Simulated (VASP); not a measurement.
# PbO2 (P4_2/mnm) in VASP: single point with PBE

Aim: the single point of PbO2 with PBE.

Program: VASP 6.6.1. These are calculated values, not measurements. Logs are shortened: lines on timing, memory, paths and dates and some standing lists are left out, and cuts for length are marked.

## 1. The cell of the first run

It takes space group P4_2/mnm (No. 136, tetragonal). Conventional cell: a = 4.958 Å, b = 4.958 Å, c = 3.388 Å, α = 90.00°, β = 90.00°, γ = 90.00°. Pb (site symmetry mmm) has 6 O at 2.15 to 2.17 Å within 2.8 Å. O (site symmetry m2m) has 3 Pb at 2.15 to 2.17 Å and 1 O at 2.71 Å within 2.8 Å.

## 2. Single point, PBE

The input, INCAR:

```
  PREC = Accurate
  ENCUT = 520
  EDIFF = 1E-6
  ISMEAR = -1
  SIGMA = 0.02
  LREAL = False
  LASPH = True
  NELM = 100
  ALGO = Normal
  ISIF = 2
  LWAVE = False
  LCHARG = False
  GGA = PE
  NBANDS = 35
```

The input, KPOINTS:

```
regular mesh
0
Gamma
  5 5 7
```

The input, POSCAR:

```
PbO2
1.0
    4.9578000000      0.0000000000      0.0000000000
    0.0000000000      4.9578000000      0.0000000000
    0.0000000000      0.0000000000      3.3878000000
Pb O
2 4
Direct
    0.0000000000      0.0000000000      0.0000000000
    0.5000000000      0.5000000000      0.5000000000
    0.3067000000      0.3067000000      0.0000000000
    0.1933000000      0.8067000000      0.5000000000
    0.6933000000      0.6933000000      0.0000000000
    0.8067000000      0.1933000000      0.5000000000
```

Potentials or basis: VASP PAW PBE potentials, release 64 (Pb_d, O).

On the command line:

```bash
> cat potpaw_PBE.64/Pb_d/POTCAR potpaw_PBE.64/O/POTCAR > POTCAR
> mpirun -np 1 vasp_std > vasp.out
```

OUTCAR:

```text
PREC = Accurate
   ENCUT = 520
   EDIFF = 1E-6
   ISMEAR = -1
   LREAL = False
   LASPH = True
   NELM = 100
   ISIF = 2
   GGA = PE

 ion  position               nearest neighbor table
   1  0.000  0.000  0.000-   3 2.15   5 2.15   4 2.17   6 2.17   4 2.17   6 2.17   2 3.89   2 3.89
                             2 3.89   2 3.89   2 3.89   2 3.89   2 3.89   2 3.89
   2  0.500  0.500  0.500-   4 2.15   6 2.15   5 2.17   3 2.17   3 2.17   5 2.17   1 3.89   1 3.89
                             1 3.89   1 3.89   1 3.89   1 3.89   1 3.89   1 3.89
   3  0.307  0.307  0.000-   1 2.15   2 2.17   2 2.17
   4  0.193  0.807  0.500-   2 2.15   1 2.17   1 2.17
   5  0.693  0.693  0.000-   1 2.15   2 2.17   2 2.17
   6  0.807  0.193  0.500-   2 2.15   1 2.17   1 2.17

  LATTYP: Found a simple tetragonal cell.
 ALAT       =     4.9578000000
 C/A-ratio  =     0.6833272823

  Lattice vectors:

 A1 = (   4.9578000000,   0.0000000000,   0.0000000000)
 A2 = (   0.0000000000,   4.9578000000,   0.0000000000)
 A3 = (   0.0000000000,   0.0000000000,   3.3878000000)

Analysis of symmetry for initial positions (statically):
=====================================================================
 Subroutine PRICEL returns:
 Original cell was already a primitive cell.

 Routine SETGRP: Setting up the symmetry group for a
 simple tetragonal supercell.

 Subroutine GETGRP returns: Found 16 space group operations
 (whereof  8 operations were pure point group operations)
 out of a pool of 16 trial point group operations.

The static configuration has the point symmetry D_2h.
 The point group associated with its full space group is D_4h.

Analysis of symmetry for dynamics (positions and initial velocities):
=====================================================================
 Subroutine PRICEL returns:
 Original cell was already a primitive cell.

 Routine SETGRP: Setting up the symmetry group for a
 simple tetragonal supercell.

 Subroutine GETGRP returns: Found 16 space group operations
 (whereof  8 operations were pure point group operations)
 out of a pool of 16 trial point group operations.

The dynamic configuration has the point symmetry D_2h.
 The point group associated with its full space group is D_4h.

 Subroutine INISYM returns: Found 16 space group operations
 (whereof  8 operations are pure point group operations),
 and found     1 'primitive' translations

----------------------------------------------------------------------------------------

                                     Primitive cell

  volume of cell :      83.2714

  direct lattice vectors                    reciprocal lattice vectors
     4.957800000  0.000000000  0.000000000     0.201702368  0.000000000  0.000000000
     0.000000000  4.957800000  0.000000000     0.000000000  0.201702368  0.000000000
     0.000000000  0.000000000  3.387800000     0.000000000  0.000000000  0.295176811

  length of vectors
     4.957800000  4.957800000  3.387800000     0.201702368  0.201702368  0.295176811

  position of ions in fractional coordinates (direct lattice)
     0.000000000  0.000000000  0.000000000
     0.500000000  0.500000000  0.500000000
     0.306700000  0.306700000  0.000000000
     0.193300000  0.806700000  0.500000000
     0.693300000  0.693300000  0.000000000
     0.806700000  0.193300000  0.500000000

  ion indices of the primitive-cell ions
   primitive index   ion index
                 1           1
                 2           2
                 3           3
                 4           4
                 5           5
                 6           6

----------------------------------------------------------------------------------------

 KPOINTS: regular mesh

Automatic generation of k-mesh.
 Grid dimensions read from file:
 generate k-points for:    5    5    7

 Generating k-lattice:

  Cartesian coordinates                     Fractional coordinates (reciprocal lattice)
     0.040340474  0.000000000  0.000000000     0.200000000  0.000000000  0.000000000
     0.000000000  0.040340474  0.000000000     0.000000000  0.200000000  0.000000000
     0.000000000  0.000000000  0.042168116     0.000000000  0.000000000  0.142857143

  Length of vectors
     0.040340474  0.040340474  0.042168116

  Shift w.r.t. Gamma in fractional coordinates (k-lattice)
     0.000000000  0.000000000  0.000000000

 Subroutine IBZKPT returns following result:
 ===========================================

 Found     24 irreducible k-points:

 Following reciprocal coordinates:
            Coordinates               Weight
  0.000000  0.000000  0.000000      1.000000
  0.200000  0.000000  0.000000      4.000000
  0.400000  0.000000  0.000000      4.000000
  0.200000  0.200000  0.000000      4.000000
  0.400000  0.200000  0.000000      8.000000
  0.400000  0.400000  0.000000      4.000000
[... 16 lines left out ...]
  0.400000  0.200000  0.428571     16.000000
  0.400000  0.400000  0.428571      8.000000
   k-points           NKPTS =     24   k-points in BZ     NKDIM =     24   number of bands    NBANDS=     35
   number of dos      NEDOS =    301   number of ions     NIONS =      6
   total plane-waves  NPLWV =  44800
   dimension x,y,z NGX =    40 NGY =   40 NGZ =   28
   dimension x,y,z NGXF=    80 NGYF=   80 NGZF=   56
   ions per type =               2   4
   NGX,Y,Z   is equivalent  to a cutoff of  13.41, 13.41, 13.74 a.u.
   NGXF,Y,Z  is equivalent  to a cutoff of  26.83, 26.83, 27.48 a.u.
 SYSTEM =  unknown system
   PREC   = accura    normal or accurate (medium, high low for compatibility)
   ISTART =      0    job   : 0-new  1-cont  2-samecut
   ICHARG =      2    charge: 1-file 2-atom 10-const
   ISPIN  =      1    spin polarized calculation?
   LNONCOLLINEAR =      F non collinear calculations
   LSORBIT =      F    spin-orbit coupling
   LASPH  =      T    aspherical Exc in radial PAW
   ENCUT  =  520.0 eV  38.22 Ry    6.18 a.u.   9.22  9.22  6.30*2*pi/ulx,y,z
   NELM   =    100;   NELMIN=  2; NELMDL= -5     # of ELM steps
   EDIFF  = 0.1E-05   stopping-criterion for ELM
   LREAL  =      F    real-space projection
   EDIFFG = 0.1E-04   stopping-criterion for IOM
   NSW    =      0    number of steps for IOM
   IBRION =     -1    ionic relax: 0-MD 1-quasi-New 2-CG
   NFREE  =      0    steps in history (QN), initial steepest desc. (CG)
   ISIF   =      2    stress and relaxation
   ISYM   =      2    0-nonsym 1-usesym 2-fastsym
   POTIM  = 0.5000    time-step for ionic-motion
   TEBEG  =    0.0;   TEEND  =   0.0 temperature during run
   PSTRESS=    0.0 pullay stress
   NELECT =      52.0000    total number of electrons
   NUPDOWN=      -1.0000    fix difference up-down
   EMIN   =  10.00;   EMAX   =-10.00  energy-range for DOS
   EFERMI =   0.00;   METHOD = LEGACY
   ISMEAR =    -1;   SIGMA  =   0.02  broadening in eV -4-tet -1-fermi 0-gaus
   EFERMI_NEDOS =   21; number of points for ismear=-14 and -15
   IALGO  =     38    algorithm
   IMIX   =      4    mixing-type and parameters
     AMIX     =   0.40;   BMIX     =  1.00
     AMIX_MAG =   1.60;   BMIX_MAG =  1.00
  volume/ion in A,a.u.               =      13.88        93.66
  Fermi-wavevector in a.u.,A,eV,Ry     =   1.399300  2.644293 26.640740  1.958039
  Thomas-Fermi vector in A             =   2.522373
   LORBIT       =      0    0 simple, 1 ext, 2 COOP (PROOUT), +10 PAW based schemes
   GGA     = PE    functional components
   LHFCALC =     F    Hartree Fock is set to
   AEXX    =    0.0000 exact exchange contribution
   IVDW    =     0    specifies the selected vdW correction
   LEPSILON=     F    determine dielectric tensor
   LRPA    =     F    only Hartree local field effects (RPA)
 non-spin polarized calculation
  energy-cutoff  :      520.00
  volume of cell :       83.27
 maximum number of plane-waves:      2256
 NGX is ok and might be reduce to    40
   NGX = 19   NGY = 19   NGZ = 13

 number of electron      52.0000015 magnetization

 Free energy of the ion-electron system (eV)
  ---------------------------------------------------
  ext. energy  EPLUGINS =         0.00000000
  ---------------------------------------------------
  free energy    TOTEN  =       -31.71224896 eV

  energy without entropy =      -31.71211617  energy(sigma->0) =      -31.71218256

 E-fermi :   4.4463     XC(G=0): -10.7183

 val. band max:        4.3660532277   @ k =   0.0000   0.0000   0.1429
 cond. band min:       4.5008391358   @ k =   0.0000   0.0000   0.0000
 fundamental gap:      0.1347859081
 Fermi energy:         4.4462577675

 k-point     1 :       0.0000    0.0000    0.0000
  band No.  band energies     occupation
      1     -13.9518      2.00000
      2     -13.8272      2.00000
      3     -12.1438      2.00000
      4     -12.1438      2.00000
      5     -11.1419      2.00000
      6     -10.9225      2.00000
[... 27 lines left out ...]
     34      15.6998      0.00000
     35      16.4229      0.00000

 k-point     2 :       0.2000    0.0000    0.0000
  band No.  band energies     occupation
      1     -13.8453      2.00000
      2     -13.7590      2.00000
      3     -12.4806      2.00000
      4     -12.3654      2.00000
      5     -10.8752      2.00000
      6     -10.8749      2.00000
[... 27 lines left out ...]
     34      16.1425      0.00000
     35      16.4255      0.00000

 k-point     3 :       0.4000    0.0000    0.0000
  band No.  band energies     occupation
      1     -13.5973      2.00000
      2     -13.5886      2.00000
      3     -12.8861      2.00000
      4     -12.7916      2.00000
      5     -10.8654      2.00000
      6     -10.8650      2.00000
[... 27 lines left out ...]
     34      16.5824      0.00000
     35      16.7471      0.00000
[... 723 lines left out ...]
 k-point    23 :       0.4000    0.2000    0.4286
  band No.  band energies     occupation
      1     -13.6644      2.00000
      2     -13.5338      2.00000
      3     -12.8870      2.00000
      4     -12.5926      2.00000
      5     -10.8270      2.00000
      6     -10.7265      2.00000
[... 27 lines left out ...]
     34      15.5120      0.00000
     35      16.7170      0.00000

 k-point    24 :       0.4000    0.4000    0.4286
  band No.  band energies     occupation
      1     -13.5377      2.00000
      2     -13.3735      2.00000
      3     -13.1301      2.00000
      4     -12.8850      2.00000
      5     -10.6992      2.00000
      6     -10.6888      2.00000
[... 27 lines left out ...]
     34      14.8820      0.00000
     35      17.3197      0.00000

------------------------ aborting loop because EDIFF is reached ----------------------------------------

  FORCE on cell =-STRESS in cart. coord.  units (eV):
  Direction    XX          YY          ZZ          XY          YZ          ZX
  --------------------------------------------------------------------------------------
  -------------------------------------------------------------------------------------
  Total        4.4156185      4.4156185      5.4778354      0.0000000      0.0000000      0.0000000
  in kB       84.9584056     84.9584056    105.3959173      0.0000000      0.0000000      0.0000000
  external PRESSURE =      91.7709095 kB  Pullay stress =       0.0000000 kB

 VOLUME and BASIS-vectors are now :
 -----------------------------------------------------------------------------
  energy-cutoff  :      520.00
  volume of cell :       83.27
      direct lattice vectors                 reciprocal lattice vectors
     4.957800000  0.000000000  0.000000000     0.201702368  0.000000000  0.000000000
     0.000000000  4.957800000  0.000000000     0.000000000  0.201702368  0.000000000
     0.000000000  0.000000000  3.387800000     0.000000000  0.000000000  0.295176811

 POSITION                                       TOTAL-FORCE (eV/Angst)
 -----------------------------------------------------------------------------------
      0.00000      0.00000      0.00000         0.000000     -0.000000      0.000000
      2.47890      2.47890      1.69390         0.000000     -0.000000      0.000000
      1.52056      1.52056      0.00000        -0.007521     -0.007521      0.000000
      0.95834      3.99946      1.69390         0.007521     -0.007521      0.000000
      3.43724      3.43724      0.00000         0.007521      0.007521     -0.000000
      3.99946      0.95834      1.69390        -0.007521      0.007521     -0.000000
 -----------------------------------------------------------------------------------
    total drift:                                0.000000     -0.000000     -0.000000

  FREE ENERGIE OF THE ION-ELECTRON SYSTEM (eV)
  ---------------------------------------------------
  free  energy   TOTEN  =       -31.7122489557 eV

  energy  without entropy=      -31.7121161737  energy(sigma->0) =      -31.71218256
```

Wall time 42 s (1 thread of Intel Xeon Platinum 8559C (Emerald Rapids), shared host); peak memory 0.22 GiB.

What came out:

- Free energy: -31.7122 eV
- Pressure: 9.2 GPa
- Largest force: 0.011 eV/Å
- Band gap on the k mesh: 0.13 eV, indirect (least direct gap 0.42 eV)

Forces in eV/Å, atoms in the order of the input:
```
Pb   0.000  0.000  0.000
Pb   0.000  0.000  0.000
O   -0.008 -0.008  0.000
O    0.008 -0.008  0.000
O    0.008  0.008  0.000
O   -0.008  0.008  0.000
```

Caveat: spin-orbit coupling is left out, which moves the levels of the heavy elements. A k mesh can miss the band edges.
